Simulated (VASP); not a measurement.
# BAs (Pm-3m) in VASP: notebook

BAs is run at these levels: PBE, HF; tasks: single point.

Everything below comes from runs of VASP 6.6.1. Logs are shortened: lines on timing, memory, paths and dates and some standing lists are left out, and cuts for length are marked.

## (1) The cell of the first run

Symmetry: Pm-3m, No. 221, cubic system. The conventional cell has a = 2.954 Å, b = 2.954 Å, c = 2.954 Å, α = 90.00°, β = 90.00°, γ = 90.00°. B (site symmetry m-3m) has 8 As at 2.56 Å and 6 B at 2.95 Å within 3.4 Å. Within 3.4 Å of As (site symmetry m-3m) lie 8 B at 2.56 Å and 6 As at 2.95 Å.

## (2) Single point, PBE

INCAR reads:

```
PREC = Accurate ; ENCUT = 500
EDIFF = 1E-6 ; ISMEAR = -1
SIGMA = 0.05 ; LREAL = False
LASPH = True ; NELM = 120
ALGO = Normal ; ISIF = 2
LWAVE = False ; LCHARG = True
GGA = PE ; LELF = True
LVHAR = True ; NBANDS = 11
GGA_COMPAT = False
```

KPOINTS reads:

```
regular mesh
0
Gamma
  9 9 9
```

POSCAR reads:

```
BAs
1.0
    2.9538034803      0.0000000000      0.0000000000
    0.0000000000      2.9538034803      0.0000000000
    0.0000000000      0.0000000000      2.9538034803
B As
1 1
Direct
    0.5000000000      0.5000000000      0.5000000000
    0.0000000000      0.0000000000      0.0000000000
```

Potentials or basis: VASP PAW PBE potentials, release 64 (B, As).

The run is started by

```sh
> cat potpaw_PBE.64/B/POTCAR potpaw_PBE.64/As/POTCAR > POTCAR
> mpirun -np 1 vasp_std > vasp.out
```

OUTCAR:

```text
PREC = Accurate
   ENCUT = 500
   EDIFF = 1E-6
   ISMEAR = -1
   LREAL = False
   LASPH = True
   NELM = 120
   ISIF = 2
   GGA = PE

 ion  position               nearest neighbor table
   1  0.500  0.500  0.500-
   2  0.000  0.000  0.000-

  LATTYP: Found a simple cubic cell.
 ALAT       =     2.9538034803

  Lattice vectors:

 A1 = (   2.9538034803,   0.0000000000,   0.0000000000)
 A2 = (   0.0000000000,   2.9538034803,   0.0000000000)
 A3 = (   0.0000000000,   0.0000000000,   2.9538034803)

Analysis of symmetry for initial positions (statically):
=====================================================================
 Subroutine PRICEL returns:
 Original cell was already a primitive cell.

 Routine SETGRP: Setting up the symmetry group for a
 simple cubic supercell.

 Subroutine GETGRP returns: Found 48 space group operations
 (whereof 48 operations were pure point group operations)
 out of a pool of 48 trial point group operations.

The static configuration has the point symmetry O_h .

Analysis of symmetry for dynamics (positions and initial velocities):
=====================================================================
 Subroutine PRICEL returns:
 Original cell was already a primitive cell.

 Routine SETGRP: Setting up the symmetry group for a
 simple cubic supercell.

 Subroutine GETGRP returns: Found 48 space group operations
 (whereof 48 operations were pure point group operations)
 out of a pool of 48 trial point group operations.

The dynamic configuration has the point symmetry O_h .

 Subroutine INISYM returns: Found 48 space group operations
 (whereof 48 operations are pure point group operations),
 and found     1 'primitive' translations

----------------------------------------------------------------------------------------

                                     Primitive cell

  volume of cell :      25.7718

  direct lattice vectors                    reciprocal lattice vectors
     2.953803480  0.000000000  0.000000000     0.338546558  0.000000000  0.000000000
     0.000000000  2.953803480  0.000000000     0.000000000  0.338546558  0.000000000
     0.000000000  0.000000000  2.953803480     0.000000000  0.000000000  0.338546558

  length of vectors
     2.953803480  2.953803480  2.953803480     0.338546558  0.338546558  0.338546558

  position of ions in fractional coordinates (direct lattice)
     0.500000000  0.500000000  0.500000000
     0.000000000  0.000000000  0.000000000

  ion indices of the primitive-cell ions
   primitive index   ion index
                 1           1
                 2           2

----------------------------------------------------------------------------------------

 KPOINTS: regular mesh

Automatic generation of k-mesh.
 Grid dimensions read from file:
 generate k-points for:    9    9    9

 Generating k-lattice:

  Cartesian coordinates                     Fractional coordinates (reciprocal lattice)
     0.037616284  0.000000000  0.000000000     0.111111111  0.000000000  0.000000000
     0.000000000  0.037616284  0.000000000     0.000000000  0.111111111  0.000000000
     0.000000000  0.000000000  0.037616284     0.000000000  0.000000000  0.111111111

  Length of vectors
     0.037616284  0.037616284  0.037616284

  Shift w.r.t. Gamma in fractional coordinates (k-lattice)
     0.000000000  0.000000000  0.000000000

 Subroutine IBZKPT returns following result:
 ===========================================

 Found     35 irreducible k-points:

 Following reciprocal coordinates:
            Coordinates               Weight
  0.000000  0.000000  0.000000      1.000000
  0.111111  0.000000  0.000000      6.000000
  0.222222  0.000000  0.000000      6.000000
  0.333333  0.000000  0.000000      6.000000
  0.444444  0.000000  0.000000      6.000000
  0.111111  0.111111  0.000000     12.000000
[... 16 lines left out ...]
  0.333333  0.333333  0.111111     24.000000
  0.444444  0.333333  0.111111     48.000000
 [... further k-points ...]
   k-points           NKPTS =     35   k-points in BZ     NKDIM =     35   number of bands    NBANDS=     11
   number of dos      NEDOS =    301   number of ions     NIONS =      2
   total plane-waves  NPLWV =  13824
   dimension x,y,z NGX =    24 NGY =   24 NGZ =   24
   dimension x,y,z NGXF=    48 NGYF=   48 NGZF=   48
   ions per type =               1   1
   NGX,Y,Z   is equivalent  to a cutoff of  13.51, 13.51, 13.51 a.u.
   NGXF,Y,Z  is equivalent  to a cutoff of  27.02, 27.02, 27.02 a.u.
 SYSTEM =  unknown system
   PREC   = accura    normal or accurate (medium, high low for compatibility)
   ISTART =      0    job   : 0-new  1-cont  2-samecut
   ICHARG =      2    charge: 1-file 2-atom 10-const
   ISPIN  =      1    spin polarized calculation?
   LNONCOLLINEAR =      F non collinear calculations
   LSORBIT =      F    spin-orbit coupling
   LASPH  =      T    aspherical Exc in radial PAW
   ENCUT  =  500.0 eV  36.75 Ry    6.06 a.u.   5.39  5.39  5.39*2*pi/ulx,y,z
   NELM   =    120;   NELMIN=  2; NELMDL= -5     # of ELM steps
   EDIFF  = 0.1E-05   stopping-criterion for ELM
   LREAL  =      F    real-space projection
   EDIFFG = 0.1E-04   stopping-criterion for IOM
   NSW    =      0    number of steps for IOM
   IBRION =     -1    ionic relax: 0-MD 1-quasi-New 2-CG
   NFREE  =      0    steps in history (QN), initial steepest desc. (CG)
   ISIF   =      2    stress and relaxation
   ISYM   =      2    0-nonsym 1-usesym 2-fastsym
   POTIM  = 0.5000    time-step for ionic-motion
   TEBEG  =    0.0;   TEEND  =   0.0 temperature during run
   PSTRESS=    0.0 pullay stress
   NELECT =       8.0000    total number of electrons
   NUPDOWN=      -1.0000    fix difference up-down
   EMIN   =  10.00;   EMAX   =-10.00  energy-range for DOS
   EFERMI =   0.00;   METHOD = LEGACY
   ISMEAR =    -1;   SIGMA  =   0.05  broadening in eV -4-tet -1-fermi 0-gaus
   EFERMI_NEDOS =   21; number of points for ismear=-14 and -15
   IALGO  =     38    algorithm
   IMIX   =      4    mixing-type and parameters
     AMIX     =   0.40;   BMIX     =  1.00
     AMIX_MAG =   1.60;   BMIX_MAG =  1.00
  volume/ion in A,a.u.               =      12.89        86.96
  Fermi-wavevector in a.u.,A,eV,Ry     =   1.108468  2.094701 16.717501  1.228702
  Thomas-Fermi vector in A             =   2.244996
   LORBIT       =      0    0 simple, 1 ext, 2 COOP (PROOUT), +10 PAW based schemes
   GGA     = PE    functional components
   LHFCALC =     F    Hartree Fock is set to
   AEXX    =    0.0000 exact exchange contribution
   IVDW    =     0    specifies the selected vdW correction
   LEPSILON=     F    determine dielectric tensor
   LRPA    =     F    only Hartree local field effects (RPA)
 non-spin polarized calculation
  energy-cutoff  :      500.00
  volume of cell :       25.77
 maximum number of plane-waves:       691
 NGX is ok and might be reduce to    24
   NGX = 11   NGY = 11   NGZ = 11

 number of electron       7.9999999 magnetization

 Free energy of the ion-electron system (eV)
  ---------------------------------------------------
  ext. energy  EPLUGINS =         0.00000000
  ---------------------------------------------------
  free energy    TOTEN  =        -8.34639727 eV

  energy without entropy =       -8.33604587  energy(sigma->0) =       -8.34122157

 E-fermi :   6.8245     XC(G=0): -11.3514

 val. band max:        6.7899170095   @ k =   0.4444   0.4444   0.3333
 cond. band min:       6.8259234675   @ k =   0.4444   0.1111   0.1111
 fundamental gap:      0.0360064580
 Fermi energy:         6.8244620034

 k-point     1 :       0.0000    0.0000    0.0000
  band No.  band energies     occupation
      1      -8.6141      2.00000
      2       6.1288      2.00000
      3       6.1288      2.00000
      4       6.1288      2.00000
      5       6.5371      1.99364
      6      12.6185      0.00000
      7      12.6185      0.00000
      8      16.0638      0.00000
      9      16.0638      0.00000
     10      16.0638      0.00000
     11      25.6513      0.00000

 k-point     2 :       0.1111    0.0000    0.0000
  band No.  band energies     occupation
      1      -8.4228      2.00000
      2       4.0507      2.00000
      3       6.3260      1.99991
      4       6.3260      1.99991
      5       7.6238      0.00000
      6      12.8155      0.00000
      7      13.9401      0.00000
      8      15.5703      0.00000
      9      15.5703      0.00000
     10      15.7355      0.00000
     11      25.1172      0.00000

 k-point     3 :       0.2222    0.0000    0.0000
  band No.  band energies     occupation
      1      -7.8574      2.00000
      2       1.4844      2.00000
      3       6.9123      0.29426
      4       6.9123      0.29426
      5       8.3541      0.00000
      6      13.4022      0.00000
      7      14.1876      0.00000
      8      14.2570      0.00000
      9      14.2570      0.00000
     10      17.5634      0.00000
     11      22.7889      0.00000

 k-point     4 :       0.3333    0.0000    0.0000
  band No.  band energies     occupation
      1      -6.9615      2.00000
      2      -0.8654      2.00000
      3       7.8709      0.00000
      4       7.8709      0.00000
      5       9.1218      0.00000
      6      12.5348      0.00000
      7      12.5348      0.00000
      8      12.8775      0.00000
      9      14.3567      0.00000
     10      20.2011      0.00000
     11      21.2459      0.00000

 k-point     5 :       0.4444    0.0000    0.0000
  band No.  band energies     occupation
      1      -5.9647      2.00000
      2      -2.6128      2.00000
      3       9.1632      0.00000
      4       9.1632      0.00000
      5       9.9932      0.00000
      6      10.7825      0.00000
      7      10.7825      0.00000
      8      11.6387      0.00000
      9      15.5273      0.00000
     10      18.2134      0.00000
     11      24.5100      0.00000
[... 211 lines left out ...]
 k-point    21 :       0.3333    0.2222    0.1111
  band No.  band energies     occupation
      1      -6.0079      2.00000
      2       0.0574      2.00000
      3       3.4455      2.00000
      4       6.7787      1.42828
      5       8.3443      0.00000
      6      11.3106      0.00000
      7      12.8148      0.00000
      8      13.9837      0.00000
      9      18.7119      0.00000
     10      21.3170      0.00000
     11      21.9520      0.00000

 k-point    22 :       0.4444    0.2222    0.1111
  band No.  band energies     occupation
      1      -5.0068      2.00000
      2      -1.6715      2.00000
      3       4.5888      2.00000
      4       6.5795      1.98520
      5       8.0563      0.00000
      6       9.6413      0.00000
      7      13.3473      0.00000
      8      13.9667      0.00000
      9      19.6442      0.00000
     10      20.7109      0.00000
     11      21.8847      0.00000

 k-point    23 :       0.3333    0.3333    0.1111
  band No.  band energies     occupation
      1      -5.1074      2.00000
      2       0.6650      2.00000
      3       1.4039      2.00000
      4       6.2071      1.99999
      5       7.6643      0.00000
      6      11.2348      0.00000
      7      13.1773      0.00000
      8      13.4010      0.00000
      9      19.9618      0.00000
     10      21.3323      0.00000
     11      21.3805      0.00000

 k-point    24 :       0.4444    0.3333    0.1111
  band No.  band energies     occupation
      1      -4.1071      2.00000
      2      -0.7567      2.00000
      3       2.2261      2.00000
      4       4.4125      2.00000
      5       8.8405      0.00000
      6      10.2017      0.00000
      7      13.1762      0.00000
      8      13.5998      0.00000
      9      19.9091      0.00000
     10      20.5302      0.00000
     11      21.8251      0.00000

 [... further k-points ...]

------------------------ aborting loop because EDIFF is reached ----------------------------------------

  FORCE on cell =-STRESS in cart. coord.  units (eV):
  Direction    XX          YY          ZZ          XY          YZ          ZX
  --------------------------------------------------------------------------------------
  -------------------------------------------------------------------------------------
  Total       -0.2348372     -0.2348372     -0.2348372      0.0000000     -0.0000000      0.0000000
  in kB      -14.5993231    -14.5993231    -14.5993231      0.0000000     -0.0000000      0.0000000
  external PRESSURE =     -14.5993231 kB  Pullay stress =       0.0000000 kB

 VOLUME and BASIS-vectors are now :
 -----------------------------------------------------------------------------
  energy-cutoff  :      500.00
  volume of cell :       25.77
      direct lattice vectors                 reciprocal lattice vectors
     2.953803480  0.000000000  0.000000000     0.338546558  0.000000000  0.000000000
     0.000000000  2.953803480  0.000000000     0.000000000  0.338546558  0.000000000
     0.000000000  0.000000000  2.953803480     0.000000000  0.000000000  0.338546558

 POSITION                                       TOTAL-FORCE (eV/Angst)
 -----------------------------------------------------------------------------------
      1.47690      1.47690      1.47690         0.000000      0.000000      0.000000
      0.00000      0.00000      0.00000         0.000000      0.000000      0.000000
 -----------------------------------------------------------------------------------
    total drift:                                0.000000      0.000000     -0.000000

  FREE ENERGIE OF THE ION-ELECTRON SYSTEM (eV)
  ---------------------------------------------------
  free  energy   TOTEN  =        -8.3463972747 eV

  energy  without entropy=       -8.3360458671  energy(sigma->0) =       -8.34122157
```

Run time: 6.8 s. Hardware: 1 thread of Intel Xeon 6975P-C, shared host; peak memory 0.14 GiB.

What came out:

| Property | Result |
| --- | --- |
| Free energy | -8.3464 eV |
| Pressure | -1.5 GPa |
| Band gap on the k mesh | zero (band 4 reaches 9.16 eV, above the bottom of band 5 at 4.52 eV) |

Levels at points of the mesh, in eV from the Fermi level:
```
           k point  band 1  band 2  band 3  band 4  band 5  band 6  band 7  band 8
(0.00, 0.00, 0.00)  -15.44   -0.70   -0.70   -0.70   -0.29    5.79    5.79    9.24
```

[end of part 1 of 2]
